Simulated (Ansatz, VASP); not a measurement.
**Mg: VASP beside Ansatz**

File POSCAR:

```
Mg
1.0
    3.2093000000      0.0000000000      0.0000000000
   -1.6046500000      2.7793353284      0.0000000000
    0.0000000000      0.0000000000      5.2103000000
Mg
2
Direct
    0.3333333333      0.6666666667      0.2500000000
    0.6666666667      0.3333333333      0.7500000000
```

INCAR.step1

```
  ALGO = Normal
  EDIFF = 1E-4
  ENCUT = 520
  GGA = PE
  ISMEAR = -1
  LASPH = T
  LCHARG = F
  LREAL = F
  LWAVE = T
  NBANDS = 9
  NELM = 80
  PREC = Accurate
  SIGMA = 0.05
```

The input INCAR.step2:

```
  ALGO = Normal
  EDIFF = 1E-8
  ENCUT = 520
  ISIF = 2
  ISMEAR = -1
  ISTART = 1
  LASPH = T
  LCHARG = F
  LEFG = T
  LMIXTAU = T
  LREAL = F
  LWAVE = F
  METAGGA = R2SCAN
  NBANDS = 9
  NELM = 80
  PREC = Accurate
  SIGMA = 0.05
```

KPOINTS

```
k-points
0
Gamma
  12 12 7
```

Input for Ansatz:

```yaml
crystal:
  lattice:
    - [3.2093, 0.0, 0.0]
    - [-1.60465, 2.7793353284, 0.0]
    - [0.0, 0.0, 5.2103]
  atoms:
    - { symbol: Mg, position: [0.3333333333, 0.6666666667, 0.25] }
    - { symbol: Mg, position: [0.6666666667, 0.3333333333, 0.75] }
kpoints:
  mp_grid: { grid: [12, 12, 7] }
scf:
  occupations: { method: fermi_dirac, width: 0.05 }
hamiltonian:
  xc: r2scan
  pseudopotentials: { kind: paw }
output:
  forces: true
  stress: true
  populations: true
  efg: { quadrupole_moments_barn: { Mg: 0.1994 }, contact_densities: true }
```

Alike in both runs: task electric field gradients; functional r2SCAN; k mesh 12 × 12 × 7; occupations fermi-dirac, width 0.05 eV; no spin polarisation.

```csv
,VASP,Ansatz
version,VASP 6.6.1,Ansatz 0.2.0
potentials or method,"VASP PAW PBE potentials, release 64 (Mg)","plane-wave PAW, scalar-relativistic"
plane-wave cutoff (eV),520,500
valence electrons in the cell,4,20
```

```tsv
	VASP	Ansatz	Ansatz less VASP
pressure (GPa)	-1.4	-1.1	+0.26
traceless stress, the component that is largest in VASP (GPa)	-0.60	-0.60	+0.004
size of Vzz on the site where it differs most (V/Å²)	0.9	1.0	+0.06
```

VASP's potentials were made for PBE, not for r2SCAN. VASP's potentials hold 4 valence electrons a cell and Ansatz's 20, so a difference there can come from the potentials and not from the codes.
